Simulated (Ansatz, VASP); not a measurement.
CaO: VASP beside Ansatz

```xyz
2
Lattice="0.0153 2.4490 2.4490 2.4490 0.0153 2.4490 2.4643 2.4643 0.0000" Properties=species:S:1:pos:R:3 pbc="T T T"
Ca    0.0000    0.0000    0.0000
O     2.4643    2.4643    2.4490
```

Change from the starting cell: strain +0.0125 x Voigt [0, 0, 0, 0, 0, 1], atoms carried along.

Alike in both runs: task single point; functional PBE; k mesh 8 × 8 × 8; occupations gaussian, width 0.05 eV; no spin polarisation.

```csv
,VASP,Ansatz
version,VASP 6.6.1,Ansatz 0.2.0
potentials or method,"VASP PAW PBE potentials, release 64 (Ca_sv, O), cutoff 520 eV","scalar-relativistic, plane waves, PAW"
valence electrons in the cell,16,16
```

```csv
,VASP,Ansatz,Ansatz less VASP
gap on the k mesh at the Fermi level (eV),3.62,3.64,+0.017
least direct gap on the mesh (eV),4.00,4.01,+0.017
pressure (GPa),-3.6,-4.0,-0.44
"traceless stress, the component that is largest in VASP (GPa)",-0.93,-0.93,-0.006
```
